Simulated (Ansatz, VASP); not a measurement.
Sr2Hg: VASP beside Ansatz

```xyz
3
Lattice="0.0000 3.7753 3.7753 3.7753 0.0000 3.7753 3.7753 3.7753 0.0000" Properties=species:S:1:pos:R:3 pbc="T T T"
Sr    1.8876    1.8876    1.8876
Sr    5.6629    5.6629    5.6629
Hg    3.7753    3.7753    3.7753
```

Alike in both runs: task single point; functional PBE; k mesh 4 × 4 × 4; occupations gaussian, width 0.1 eV; no spin polarisation.

|  | VASP | Ansatz |
| --- | --- | --- |
| version | VASP 6.6.1 | Ansatz 0.2.0 |
| potentials or method | VASP PAW PBE potentials, release 64 (Sr_sv, Hg), cutoff 520 eV | scalar-relativistic, plane waves, PAW |
| valence electrons in the cell | 32 | 40 |

```tsv
	VASP	Ansatz	Ansatz less VASP
gap on the k mesh at the Fermi level (eV)	none	none	-
pressure (GPa)	4.6	4.6	-0.07
```

A gap of «none» marks a metal or a gap that the smearing closes. VASP's potentials hold 32 valence electrons a cell and Ansatz's 40, so a difference there can come from the potentials and not from the codes.

The k mesh is coarse, so the values compare programs but aren't converged. Spin-orbit coupling is off throughout.
